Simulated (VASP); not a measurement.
SnSe:

```
CELL_PARAMETERS angstrom
5.10493 0.00000 0.00000
-2.55246 4.42100 0.00000
0.00000 0.00000 6.21096
ATOMIC_POSITIONS crystal
Sn 0.33333 0.66667 0.95798
Sn 0.66667 0.33333 0.45798
Se 0.33333 0.66667 0.41702
Se 0.66667 0.33333 0.91702
```

| Quantity | Value |
| --- | --- |
| Program | VASP 6.6.1 |
| Task | relaxation of cell and atoms |
| Functional | r2SCAN |
| Potentials or basis | VASP PAW PBE potentials, release 64 (Sn_d, Se) |
| Cutoff | 600 eV |
| k mesh | 6 × 6 × 4 |
| Occupations | fermi-dirac, width 0.02 eV |
| Spin | no spin polarisation |

At the start: pressure -0.8 GPa; volume 35.04 Å³/atom.

Question: Where does the relaxation end?

Answer: Over 10 steps the energy falls by 2.4 meV/atom and the volume is 34.44 Å³/atom (-1.7 %); space group P6_3mc (No. 186, to 0.1 Å) before and after.

The path:
```tsv
step	energy change (eV)	largest force (eV/Å)	pressure (GPa)	volume (Å³)
1	0.0000	0.0861	-0.84	140.17
2	-0.0085	0.0054	0.23	136.47
3	-0.0090	0.0220	0.01	137.16
4	-0.0090	0.0193	0.04	137.10
5	-0.0091	0.0176	0.04	137.14
6	-0.0093	0.0102	0.03	137.28
7	-0.0095	0.0051	0.02	137.54
8	-0.0096	0.0028	0.00	137.64
9	-0.0096	0.0006	-0.02	137.75
10	-0.0096	0.0009	-0.01	137.74
```

Final structure:
```
Sn Se
1.0
     5.07636    0.00000    0.00000
    -2.53818    4.39625    0.00000
     0.00000    0.00000    6.17206
Sn Se
2 2
Cartesian
  0.0000 2.9308 5.9282
  2.5382 1.4654 2.8421
  0.0000 2.9308 2.5584
  2.5382 1.4654 5.6445
```

Caveat: the structure was generated, so it needn't be the stable form of SnSe; the PAW data sets were made with another functional, which shifts forces and pressure a little.
